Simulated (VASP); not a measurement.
# InSe (C2/m) in VASP: a series of runs

The runs below take InSe through single point, with LDA.

Program: VASP 6.6.1. These are calculated values, not measurements. Logs are shortened: lines on timing, memory, paths and dates and some standing lists are left out, and cuts for length are marked.

**1. The cell of the first run**

It takes space group C2/m (No. 12, monoclinic). The conventional cell has a = 11.653 Å, b = 4.109 Å, c = 5.073 Å, α = 90.00°, β = 109.86°, γ = 90.00°. In (site symmetry m) has 3 Se at 2.68 to 2.69 Å and 1 In at 2.80 Å within 3.5 Å. Se (site symmetry m) has 7 In at 2.68 to 4.18 Å and 7 Se at 3.55 to 4.11 Å within 4.2 Å.

**2. Single point, LDA**

INCAR reads:

```
PREC = Accurate
ENCUT = 520
EDIFF = 1E-6
ISMEAR = -1
SIGMA = 0.05
LREAL = False
LASPH = True
NELM = 100
ALGO = Normal
ISIF = 2
LWAVE = False
LCHARG = True
LELF = True
LVHAR = True
NBANDS = 27
```

KPOINTS reads:

```
regular mesh
0
Gamma
  7 7 6
```

POSCAR reads:

```
InSe
1.0
    5.8263928781     -2.0546489550      0.0000000000
    5.8263928781      2.0546489550      0.0000000000
   -1.7232330140      0.0000000000      4.7713478577
In Se
2 2
Direct
    0.8882032500      0.8882032500      0.0468413600
    0.1117967500      0.1117967500      0.9531586400
    0.6609275900      0.6609275900      0.6689556200
    0.3390724100      0.3390724100      0.3310443800
```

Potentials or basis: VASP PAW LDA potentials, release 64 (In_d, Se).

Started as:

```bash
$ cat potpaw_LDA.64/In_d/POTCAR potpaw_LDA.64/Se/POTCAR > POTCAR
$ mpirun -np 1 vasp_std > vasp.out
```

OUTCAR:

```text
PREC = Accurate
   ENCUT = 520
   EDIFF = 1E-6
   ISMEAR = -1
   LREAL = False
   LASPH = True
   NELM = 100
   ISIF = 2

 ion  position               nearest neighbor table
   1  0.888  0.888  0.047-   4 2.68   4 2.68   3 2.69   2 2.80   2 3.71   2 3.71
   2  0.112  0.112  0.953-   3 2.68   3 2.68   4 2.69   1 2.80   1 3.71   1 3.71
   3  0.661  0.661  0.669-   2 2.68   2 2.68   1 2.69
   4  0.339  0.339  0.331-   1 2.68   1 2.68   2 2.69

  LATTYP: Found a base centered monoclinic cell.
 ALAT       =    11.6527857562
 B/A-ratio  =     0.3526451096
 C/A-ratio  =     0.4353462338
 COS(beta)  =    -0.3396874117

  Lattice vectors:

 A1 = (   5.8263928781,  -2.0546489550,   0.0000000000)
 A2 = (   5.8263928781,   2.0546489550,   0.0000000000)
 A3 = (  -1.7232330140,   0.0000000000,   4.7713478577)

Analysis of symmetry for initial positions (statically):
=====================================================================
 Subroutine PRICEL returns:
 Original cell was already a primitive cell.

 Routine SETGRP: Setting up the symmetry group for a
 base centered monoclinic supercell.

 Subroutine GETGRP returns: Found  4 space group operations
 (whereof  4 operations were pure point group operations)
 out of a pool of  4 trial point group operations.

The static configuration has the point symmetry C_2h.

Analysis of symmetry for dynamics (positions and initial velocities):
=====================================================================
 Subroutine PRICEL returns:
 Original cell was already a primitive cell.

 Routine SETGRP: Setting up the symmetry group for a
 base centered monoclinic supercell.

 Subroutine GETGRP returns: Found  4 space group operations
 (whereof  4 operations were pure point group operations)
 out of a pool of  4 trial point group operations.

The dynamic configuration has the point symmetry C_2h.

 Subroutine INISYM returns: Found  4 space group operations
 (whereof  4 operations are pure point group operations),
 and found     1 'primitive' translations

----------------------------------------------------------------------------------------

                                     Primitive cell

  volume of cell :     114.2374

  direct lattice vectors                    reciprocal lattice vectors
     5.826392878 -2.054648955  0.000000000     0.085816389 -0.243350573  0.030993681
     5.826392878  2.054648955  0.000000000     0.085816389  0.243350573  0.030993681
    -1.723233014  0.000000000  4.771347858     0.000000000  0.000000000  0.209584384

  length of vectors
     6.178060885  6.178060885  5.072996393     0.259893367  0.259893367  0.209584384

  position of ions in fractional coordinates (direct lattice)
     0.888203250  0.888203250  0.046841360
     0.111796750  0.111796750  0.953158640
     0.660927590  0.660927590  0.668955620
     0.339072410  0.339072410  0.331044380

  ion indices of the primitive-cell ions
   primitive index   ion index
                 1           1
                 2           2
                 3           3
                 4           4

----------------------------------------------------------------------------------------

 KPOINTS: regular mesh

Automatic generation of k-mesh.
 Grid dimensions read from file:
 generate k-points for:    7    7    6

 Generating k-lattice:

  Cartesian coordinates                     Fractional coordinates (reciprocal lattice)
     0.012259484 -0.034764368  0.004427669     0.142857143  0.000000000  0.000000000
     0.012259484  0.034764368  0.004427669     0.000000000  0.142857143  0.000000000
     0.000000000  0.000000000  0.034930731     0.000000000  0.000000000  0.166666667

  Length of vectors
     0.037127624  0.037127624  0.034930731

  Shift w.r.t. Gamma in fractional coordinates (k-lattice)
     0.000000000  0.000000000  0.000000000

 Subroutine IBZKPT returns following result:
 ===========================================

 Found     88 irreducible k-points:

 Following reciprocal coordinates:
            Coordinates               Weight
  0.000000  0.000000  0.000000      1.000000
  0.142857  0.000000  0.000000      4.000000
  0.285714  0.000000  0.000000      4.000000
  0.428571  0.000000  0.000000      4.000000
  0.142857  0.142857  0.000000      2.000000
  0.285714  0.142857 -0.000000      4.000000
[... 16 lines left out ...]
 -0.142857  0.000000  0.166667      4.000000
  0.142857  0.142857  0.166667      2.000000
 [... further k-points ...]
   k-points           NKPTS =     88   k-points in BZ     NKDIM =     88   number of bands    NBANDS=     27
   number of dos      NEDOS =    301   number of ions     NIONS =      4
   total plane-waves  NPLWV =  92160
   dimension x,y,z NGX =    48 NGY =   48 NGZ =   40
   dimension x,y,z NGXF=    96 NGYF=   96 NGZF=   80
   ions per type =               2   2
   NGX,Y,Z   is equivalent  to a cutoff of  12.92, 12.92, 13.11 a.u.
   NGXF,Y,Z  is equivalent  to a cutoff of  25.83, 25.83, 26.22 a.u.
 SYSTEM =  unknown system
   PREC   = accura    normal or accurate (medium, high low for compatibility)
   ISTART =      0    job   : 0-new  1-cont  2-samecut
   ICHARG =      2    charge: 1-file 2-atom 10-const
   ISPIN  =      1    spin polarized calculation?
   LNONCOLLINEAR =      F non collinear calculations
   LSORBIT =      F    spin-orbit coupling
   LASPH  =      T    aspherical Exc in radial PAW
   ENCUT  =  520.0 eV  38.22 Ry    6.18 a.u.  11.49 11.49  9.43*2*pi/ulx,y,z
   NELM   =    100;   NELMIN=  2; NELMDL= -5     # of ELM steps
   EDIFF  = 0.1E-05   stopping-criterion for ELM
   LREAL  =      F    real-space projection
   EDIFFG = 0.1E-04   stopping-criterion for IOM
   NSW    =      0    number of steps for IOM
   IBRION =     -1    ionic relax: 0-MD 1-quasi-New 2-CG
   NFREE  =      0    steps in history (QN), initial steepest desc. (CG)
   ISIF   =      2    stress and relaxation
   ISYM   =      2    0-nonsym 1-usesym 2-fastsym
   POTIM  = 0.5000    time-step for ionic-motion
   TEBEG  =    0.0;   TEEND  =   0.0 temperature during run
   PSTRESS=    0.0 pullay stress
   NELECT =      38.0000    total number of electrons
   NUPDOWN=      -1.0000    fix difference up-down
   EMIN   =  10.00;   EMAX   =-10.00  energy-range for DOS
   EFERMI =   0.00;   METHOD = LEGACY
   ISMEAR =    -1;   SIGMA  =   0.05  broadening in eV -4-tet -1-fermi 0-gaus
   EFERMI_NEDOS =   21; number of points for ismear=-14 and -15
   IALGO  =     38    algorithm
   IMIX   =      4    mixing-type and parameters
     AMIX     =   0.40;   BMIX     =  1.00
     AMIX_MAG =   1.60;   BMIX_MAG =  1.00
  volume/ion in A,a.u.               =      28.56       192.73
  Fermi-wavevector in a.u.,A,eV,Ry     =   1.134314  2.143542 17.506177  1.286668
  Thomas-Fermi vector in A             =   2.271018
   LORBIT       =      0    0 simple, 1 ext, 2 COOP (PROOUT), +10 PAW based schemes
   GGA     = CA    functional components
   LHFCALC =     F    Hartree Fock is set to
   AEXX    =    0.0000 exact exchange contribution
   IVDW    =     0    specifies the selected vdW correction
   LEPSILON=     F    determine dielectric tensor
   LRPA    =     F    only Hartree local field effects (RPA)
 non-spin polarized calculation
  energy-cutoff  :      520.00
  volume of cell :      114.24
 maximum number of plane-waves:      3097
 NGX is ok and might be reduce to    48
   NGX = 23   NGY = 23   NGZ = 19

 number of electron      38.0000006 magnetization

 Free energy of the ion-electron system (eV)
  ---------------------------------------------------
  ext. energy  EPLUGINS =         0.00000000
  ---------------------------------------------------
  free energy    TOTEN  =       -16.53156220 eV

  energy without entropy =      -16.53156139  energy(sigma->0) =      -16.53156179

 E-fermi :   4.2854     XC(G=0):  -9.4161

 val. band max:        3.7595744106   @ k =  -0.4286  -0.4286   0.1667
 cond. band min:       4.7671276251   @ k =   0.0000   0.0000   0.5000
 fundamental gap:      1.0075532145
 Fermi energy:         4.2853911992

 k-point     1 :       0.0000    0.0000    0.0000
  band No.  band energies     occupation
      1     -10.6856      2.00000
      2     -10.5711      2.00000
      3     -10.3806      2.00000
      4     -10.3479      2.00000
      5     -10.3089      2.00000
      6     -10.3062      2.00000
[... 19 lines left out ...]
     26      10.4290      0.00000
     27      11.9577      0.00000

 k-point     2 :       0.1429    0.0000    0.0000
  band No.  band energies     occupation
      1     -10.6809      2.00000
      2     -10.5685      2.00000
      3     -10.4504      2.00000
      4     -10.3331      2.00000
      5     -10.3265      2.00000
      6     -10.2926      2.00000
[... 19 lines left out ...]
     26      10.3172      0.00000
     27      12.2806      0.00000

 k-point     3 :       0.2857    0.0000    0.0000
  band No.  band energies     occupation
      1     -10.6772      2.00000
      2     -10.5729      2.00000
      3     -10.5312      2.00000
      4     -10.3636      2.00000
      5     -10.3111      2.00000
      6     -10.2950      2.00000
[... 19 lines left out ...]
     26      11.0634      0.00000
     27      11.3794      0.00000

 k-point     4 :       0.4286    0.0000    0.0000
  band No.  band energies     occupation
      1     -10.6905      2.00000
      2     -10.5969      2.00000
      3     -10.5345      2.00000
      4     -10.3936      2.00000
      5     -10.3126      2.00000
      6     -10.3009      2.00000
[... 19 lines left out ...]
     26      10.5828      0.00000
     27      12.0561      0.00000
[... 516 lines left out ...]
      4     -10.3663      2.00000
      5     -10.3099      2.00000
      6     -10.2925      2.00000
[... 19 lines left out ...]
     26      10.9317      0.00000
     27      11.2531      0.00000

 k-point    23 :      -0.1429    0.0000    0.1667
  band No.  band energies     occupation
      1     -10.6848      2.00000
      2     -10.5681      2.00000
      3     -10.4512      2.00000
      4     -10.3326      2.00000
      5     -10.3284      2.00000
      6     -10.2931      2.00000
[... 19 lines left out ...]
     26      10.0063      0.00000
     27      11.9957      0.00000

 k-point    24 :       0.1429    0.1429    0.1667
  band No.  band energies     occupation
      1     -10.6835      2.00000
      2     -10.5681      2.00000
      3     -10.3943      2.00000
      4     -10.3451      2.00000
      5     -10.3152      2.00000
      6     -10.3128      2.00000
[... 19 lines left out ...]
     26      10.3418      0.00000
     27      11.5857      0.00000

 [... further k-points ...]

------------------------ aborting loop because EDIFF is reached ----------------------------------------

  FORCE on cell =-STRESS in cart. coord.  units (eV):
  Direction    XX          YY          ZZ          XY          YZ          ZX
  --------------------------------------------------------------------------------------
  -------------------------------------------------------------------------------------
  Total       -2.2971397     -1.8158458     -1.5970857      0.0000000      0.0000000      0.0282640
  in kB      -32.2173280    -25.4671924    -22.3990876      0.0000000      0.0000000      0.3964019
  external PRESSURE =     -26.6945360 kB  Pullay stress =       0.0000000 kB

 VOLUME and BASIS-vectors are now :
 -----------------------------------------------------------------------------
  energy-cutoff  :      520.00
  volume of cell :      114.24
      direct lattice vectors                 reciprocal lattice vectors
     5.826392878 -2.054648955  0.000000000     0.085816389 -0.243350573  0.030993681
     5.826392878  2.054648955  0.000000000     0.085816389  0.243350573  0.030993681
    -1.723233014  0.000000000  4.771347858     0.000000000  0.000000000  0.209584384

 POSITION                                       TOTAL-FORCE (eV/Angst)
 -----------------------------------------------------------------------------------
     10.26932      0.00000      0.22350        -0.060328      0.000000      0.007568
     -0.33977      0.00000      4.54785         0.060328      0.000000     -0.007568
      6.54888      0.00000      3.19182         0.002675      0.000000      0.068084
      3.38067      0.00000      1.57953        -0.002675      0.000000     -0.068084
 -----------------------------------------------------------------------------------
    total drift:                               -0.000000     -0.000000      0.000000

  FREE ENERGIE OF THE ION-ELECTRON SYSTEM (eV)
  ---------------------------------------------------
  free  energy   TOTEN  =       -16.5315621994 eV

  energy  without entropy=      -16.5315613900  energy(sigma->0) =      -16.53156179
```

Wall time 6.2 min (1 thread of AMD EPYC 7R13 (Zen 3), shared host); peak memory 0.36 GiB.

What came out:

```yaml
Free_energy: -16.5316 eV
Pressure: -2.7 GPa
Largest_force: 0.068 eV/Å
Band_gap_on_the_k_mesh: 1.01 eV (least direct gap 1.08 eV)
```

Forces on the atoms (eV/Å):
```
In  -0.060  0.000  0.008
In   0.060  0.000 -0.008
Se   0.003  0.000  0.068
Se  -0.003  0.000 -0.068
```

Caveat: spin-orbit coupling is left out, which moves the levels of the heavy elements.

[end of part 1 of 2]
